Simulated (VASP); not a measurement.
## Cd: single point with PBEsol

Cd:

```
Cd
1.0
     3.01807    0.00000    0.00000
    -1.50904    2.61373    0.00000
     0.00000    0.00000    5.69157
Cd
2
Direct
  0.66667 0.33333 0.75000
  0.33333 0.66667 0.25000
```

```
Program             : VASP 6.6.1
Task                : single point
Functional          : PBEsol
Potentials or basis : VASP PAW PBE potentials, release 64 (Cd)
Cutoff              : 520 eV
k mesh              : 10 × 10 × 5
Occupations         : fermi-dirac, width 0.05 eV
Spin                : no spin polarisation
```

```
Pressure               : -3.2 GPa
Band gap on the k mesh : zero (band 12 reaches 3.49 eV, above the bottom of band 13 at -0.38 eV)
```

Levels at points of the mesh, in eV from the Fermi level:
```
           k point  band 8  band 9  band 10  band 11  band 12  band 13  band 14  band 15  band 16  band 17
(0.00, 0.00, 0.00)   -8.49   -8.49    -8.25    -8.25    -2.94    -2.77    10.43    14.40    14.54    14.54
(0.50, 0.00, 0.00)   -8.28   -8.01    -7.98    -2.14    -1.73     2.01     3.06     3.10     5.25     8.29
```

Run time: 26 s on 1 thread of Intel(R) Xeon(R) Platinum 8259CL CPU @ 2.50GHz (Skylake/Cascade Lake), on a shared host, peak memory 0.17 GiB.

Caveat: the PAW data sets were made with another functional, which shifts forces and pressure a little.
